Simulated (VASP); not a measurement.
Here is a VASP 6.6.1 calculation.

The input INCAR:

```
PREC = Accurate ; ENCUT = 680
EDIFF = 1E-6 ; ISMEAR = -1
SIGMA = 0.05 ; LREAL = F
LASPH = T ; NELM = 200
ALGO = Normal ; ISIF = 2
LWAVE = F ; LCHARG = F
ISPIN = 2 ; MAGMOM = 3 0
LORBIT = 11 ; NUPDOWN = 3.0
LMAXMIX = 4 ; GGA = PE
NBANDS = 22 ; GGA_COMPAT = F
```

File KPOINTS:

```
regular mesh
0
Gamma
  8 8 8
```

POSCAR

```
MnS
1.0
    0.0000000000      2.4734634191      2.4734634191
    2.4734634191      0.0000000000      2.4734634191
    2.4734634191      2.4734634191      0.0000000000
Mn S
1 1
Direct
    0.0000000000      0.0000000000      0.0000000000
    0.7500000000      0.7500000000      0.7500000000
```

Potentials or basis: VASP PAW PBE potentials, release 64 (Mn_sv, S).

Launch:

```bash
$ cat potpaw_PBE.64/Mn_sv/POTCAR potpaw_PBE.64/S/POTCAR > POTCAR
$ mpirun -np 1 vasp_std > vasp.out
```

Q: Estimate the pressure.

A: 23.0 GPa.

Caveat: the cell stands under pressure; the total moment is fixed, so each spin has its own Fermi level and the state may be an excited one; a cell with one magnetic atom can't hold antiferromagnetic order, which such compounds often take.
